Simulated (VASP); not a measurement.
# Ta3H in VASP: notebook

Runs on Ta3H. Level: PBE. Tasks: single point.

Program: VASP 6.6.1. These are calculated values, not measurements. Logs are shortened: lines on timing, memory, paths and dates and some standing lists are left out, and cuts for length are marked.

### Step 1. The cell of the first run

The cell holds a slab with vacuum, 4 atoms: a = 2.874 Å, b = 2.874 Å, c = 20.027 Å, α = 90.00°, β = 90.00°, γ = 109.47°.

### Step 2. Single point, PBE

The input, INCAR:

```
SYSTEM = Ta3H
ALGO = Normal
DIPOL = 0.5 0.5 0.361
EDIFF = 1E-6
ENCUT = 520
GGA = PE
IDIPOL = 3
ISIF = 2
ISMEAR = 0
LASPH = .TRUE.
LCHARG = .FALSE.
LDIPOL = .TRUE.
LREAL = .FALSE.
LWAVE = .FALSE.
NBANDS = 25
NELM = 60
PREC = Accurate
SIGMA = 0.1
```

The input, KPOINTS:

```
k-points
0
G
  10 10 1
  0 0 0
```

The input, POSCAR:

```
Ta3H
1.0
    2.8743098524      0.0000000000      0.0000000000
   -0.9581032841      2.7099253172      0.0000000000
    0.0000000000      0.0000000000     20.0266897040
Ta H
3 1
Direct
    0.5000000000      0.5000000000      0.1997334587
    0.0000000000      0.0000000000      0.3127671377
    0.5000000000      0.5000000000      0.4257663064
    0.6666666667      0.8333333333      0.5037702814
```

Potentials or basis: VASP PAW PBE potentials, release 64 (Ta_pv, H).

Started as:

```sh
cat potpaw_PBE.64/Ta_pv/POTCAR potpaw_PBE.64/H/POTCAR > POTCAR
mpirun -np 1 vasp_std > vasp.out
```

OUTCAR:

```text
SYSTEM = Ta3H
   EDIFF = 1E-6
   ENCUT = 520
   GGA = PE
   ISIF = 2
   ISMEAR = 0
   LASPH = .TRUE.
   LREAL = .FALSE.
   NELM = 60
   PREC = Accurate

 ion  position               nearest neighbor table
   1  0.500  0.500  0.200-   2 2.81   2 2.81   2 3.26   2 3.26
   2  0.000  0.000  0.313-   3 2.81   3 2.81   1 2.81   1 2.81   3 3.26   3 3.26   1 3.26   1 3.26

   3  0.500  0.500  0.426-   4 1.81   2 2.81   2 2.81   2 3.26   2 3.26
   4  0.667  0.833  0.504-   3 1.81

  LATTYP: Found a base centered orthorhombic cell.
 ALAT       =     3.3189671341
 B/A-ratio  =     1.4142135623
 C/A-ratio  =     6.0340126596

  Lattice vectors:

 A1 = (   2.8743098524,   0.0000000000,   0.0000000000)
 A2 = (  -0.9581032841,   2.7099253172,   0.0000000000)
 A3 = (   0.0000000000,   0.0000000000,  20.0266897040)

Analysis of symmetry for initial positions (statically):
=====================================================================
 Subroutine PRICEL returns:
 Original cell was already a primitive cell.

 Routine SETGRP: Setting up the symmetry group for a
 base centered orthorhombic supercell.

 Subroutine GETGRP returns: Found  1 space group operations
 (whereof  1 operations were pure point group operations)
 out of a pool of  8 trial point group operations.

The static configuration has the point symmetry C_1 .

Analysis of symmetry for dynamics (positions and initial velocities):
=====================================================================
 Subroutine PRICEL returns:
 Original cell was already a primitive cell.

 Routine SETGRP: Setting up the symmetry group for a
 base centered orthorhombic supercell.

 Subroutine GETGRP returns: Found  1 space group operations
 (whereof  1 operations were pure point group operations)
 out of a pool of  8 trial point group operations.

The dynamic configuration has the point symmetry C_1 .

 Subroutine INISYM returns: Found  1 space group operations
 (whereof  1 operations are pure point group operations),
 and found     1 'primitive' translations

----------------------------------------------------------------------------------------

                                     Primitive cell

  volume of cell :     155.9912

  direct lattice vectors                    reciprocal lattice vectors
     2.874309852  0.000000000  0.000000000     0.347909603  0.123004620  0.000000000
    -0.958103284  2.709925317  0.000000000     0.000000000  0.369013859  0.000000000
[... 90 lines left out ...]
   LREAL  =      F    real-space projection
[... 7 lines left out ...]
   TEBEG  =    0.0;   TEEND  =   0.0 temperature during run
   PSTRESS=    0.0 pullay stress
   NELECT =      34.0000    total number of electrons
   NUPDOWN=      -1.0000    fix difference up-down
   EMIN   =  10.00;   EMAX   =-10.00  energy-range for DOS
   EFERMI =   0.00;   METHOD = LEGACY
   ISMEAR =     0;   SIGMA  =   0.10  broadening in eV -4-tet -1-fermi 0-gaus
   EFERMI_NEDOS =   21; number of points for ismear=-14 and -15
   IALGO  =     38    algorithm
   IMIX   =      4    mixing-type and parameters
     AMIX     =   0.40;   BMIX     =  1.00
     AMIX_MAG =   1.60;   BMIX_MAG =  1.00
  volume/ion in A,a.u.               =      39.00       263.17
  Fermi-wavevector in a.u.,A,eV,Ry     =   0.985223  1.861801 13.206684  0.970664
  Thomas-Fermi vector in A             =   2.116514
   LORBIT       =      0    0 simple, 1 ext, 2 COOP (PROOUT), +10 PAW based schemes
   GGA     = PE    functional components
   LHFCALC =     F    Hartree Fock is set to
   AEXX    =    0.0000 exact exchange contribution
   IVDW    =     0    specifies the selected vdW correction
   LEPSILON=     F    determine dielectric tensor
   LRPA    =     F    only Hartree local field effects (RPA)
 non-spin polarized calculation
 Gauss-broadening in eV      SIGMA  =   0.10
  energy-cutoff  :      520.00
  volume of cell :      155.99
 maximum number of plane-waves:      4238
 NGX is ok and might be reduce to    24
   NGX = 11   NGY = 11   NGZ = 75

 dipolmoment           0.000000      0.000000     -0.394034 electrons x Angstroem

 number of electron      33.9999997 magnetization

 dipolmoment           0.000000      0.000000      0.019554 electrons x Angstroem

 Free energy of the ion-electron system (eV)
  ---------------------------------------------------
  ext. energy  EPLUGINS =         0.00000000
  ---------------------------------------------------
  free energy    TOTEN  =       -36.68374346 eV

  energy without entropy =      -36.66877335  energy(sigma->0) =      -36.67625840

 E-fermi :  -1.0845     XC(G=0):  -5.5597

 val. band max:       -1.1014263824   @ k =   0.1000  -0.2000   0.0000
 cond. band min:      -1.0764842102   @ k =   0.4000   0.3000   0.0000
 fundamental gap:      0.0249421722
 Fermi energy:        -1.0844711782

 k-point     1 :       0.0000    0.0000    0.0000
  band No.  band energies     occupation
      1     -35.5675      2.00000
      2     -35.2703      2.00000
      3     -34.8800      2.00000
      4     -34.7597      2.00000
      5     -34.6302      2.00000
      6     -34.5545      2.00000
[... 661 lines left out ...]
     24       2.7573      0.00000
     25       3.1673      0.00000

 [... further k-points ...]

------------------------ aborting loop because EDIFF is reached ----------------------------------------

 vacuum level on the upper side and lower side of the slab       (xc-potential included)         0.031        -0.458

  FORCE on cell =-STRESS in cart. coord.  units (eV):
  Direction    XX          YY          ZZ          XY          YZ          ZX
  --------------------------------------------------------------------------------------
  -------------------------------------------------------------------------------------
  Total       -2.2242456     -1.7249055      0.7809082      0.3118365      1.8586099      0.1743922
  in kB      -22.8451097    -17.7164133      8.0206671      3.2028565     19.0896845      1.7911730
  external PRESSURE =     -10.8469520 kB  Pullay stress =       0.0000000 kB

 VOLUME and BASIS-vectors are now :
 -----------------------------------------------------------------------------
  energy-cutoff  :      520.00
  volume of cell :      155.99
      direct lattice vectors                 reciprocal lattice vectors
     2.874309852  0.000000000  0.000000000     0.347909603  0.123004620  0.000000000
    -0.958103284  2.709925317  0.000000000     0.000000000  0.369013859  0.000000000
     0.000000000  0.000000000 20.026689704     0.000000000  0.000000000  0.049933365

 POSITION                                       TOTAL-FORCE (eV/Angst)
 -----------------------------------------------------------------------------------
      0.95810      1.35496      4.00000        -0.020332      0.016165      0.102168
      0.00000      0.00000      6.26369         0.011223     -0.101128     -0.542623
      0.95810      1.35496      8.52669        -0.059988     -1.005173      0.410929
      1.11779      2.25827     10.08885         0.069097      1.090137      0.029526
 -----------------------------------------------------------------------------------
    total drift:                               -0.000002      0.000001     -0.000285

  FREE ENERGIE OF THE ION-ELECTRON SYSTEM (eV)
  ---------------------------------------------------
  free  energy   TOTEN  =       -36.6837434588 eV

  energy  without entropy=      -36.6687733504  energy(sigma->0) =      -36.67625840

 vacuum level on the upper side and lower side of the slab         3.982         3.480
```

OSZICAR:

```text
N       E                     dE             d eps       ncg     rms          rms(c)
DAV:   1     0.244835188016E+03    0.24484E+03   -0.18964E+04  3184   0.118E+03
DAV:   2    -0.295485819456E+02   -0.27438E+03   -0.26620E+03  3174   0.317E+02
DAV:   3    -0.391849017940E+02   -0.96363E+01   -0.92670E+01  3378   0.553E+01
[... 18 lines left out ...]
DAV:  22    -0.366837204242E+02   -0.19803E-04   -0.24460E-06  2707   0.557E-03    0.298E-03
DAV:  23    -0.366837354329E+02   -0.15009E-04   -0.16349E-06  2442   0.627E-03    0.176E-03
DAV:  24    -0.366837407753E+02   -0.53424E-05   -0.39775E-07  2156   0.303E-03    0.875E-04
DAV:  25    -0.366837429382E+02   -0.21629E-05   -0.12982E-07  1881   0.200E-03    0.416E-04
DAV:  26    -0.366837434588E+02   -0.52070E-06   -0.44711E-08  1737   0.991E-04
   1 F= -.36683743E+02 E0= -.36676258E+02  d E =-.149701E-01
```

stdout:

```text
POSCAR found type information on POSCAR TaH
 POSCAR found :  2 types and       4 ions
 scaLAPACK will be used
 LDA part: xc-table for (Slater+PW92), standard interpolation
 POSCAR, INCAR and KPOINTS ok, starting setup
 FFT: planning ... GRIDC
 FFT: planning ... GRID_SOFT
 FFT: planning ... GRID
 WAVECAR not read
 entering main loop
```

Wall time 3.4 min (1 thread of AMD EPYC 9R45 (Zen 5), shared host); peak memory 0.33 GiB.

What came out:

```
Free energy            : -36.6837 eV
Largest force          : 1.093 eV/Å
Band gap on the k mesh : zero (band 17 reaches 0.06 eV, above the bottom of band 18 at -1.44 eV)
```

Forces on the atoms (eV/Å):
```
Ta  -0.020  0.016  0.102
Ta   0.011 -0.101 -0.543
Ta  -0.060 -1.005  0.411
H    0.069  1.090  0.030
```

Levels at points of the mesh, in eV from the Fermi level:
| k point | band 14 | band 15 | band 16 | band 17 | band 18 | band 19 | band 20 | band 21 |
| --- | --- | --- | --- | --- | --- | --- | --- | --- |
| (0.00, 0.00, 0.00) | -1.55 | -0.78 | -0.33 | 0.29 | 0.60 | 0.94 | 1.05 | 3.06 |
| (0.50, 0.00, 0.00) | -1.47 | -1.43 | -0.97 | -0.05 | 0.77 | 1.62 | 3.06 | 3.45 |
| (0.00, 0.50, 0.00) | -1.47 | -1.43 | -0.70 | -0.13 | 1.22 | 2.13 | 3.27 | 3.39 |
| (0.50, 0.50, 0.00) | -2.20 | -1.41 | -0.70 | 1.14 | 1.40 | 2.26 | 2.76 | 3.11 |

Caveat: spin-orbit coupling is left out, which moves the levels of the heavy elements.

[end of part 1 of 2]
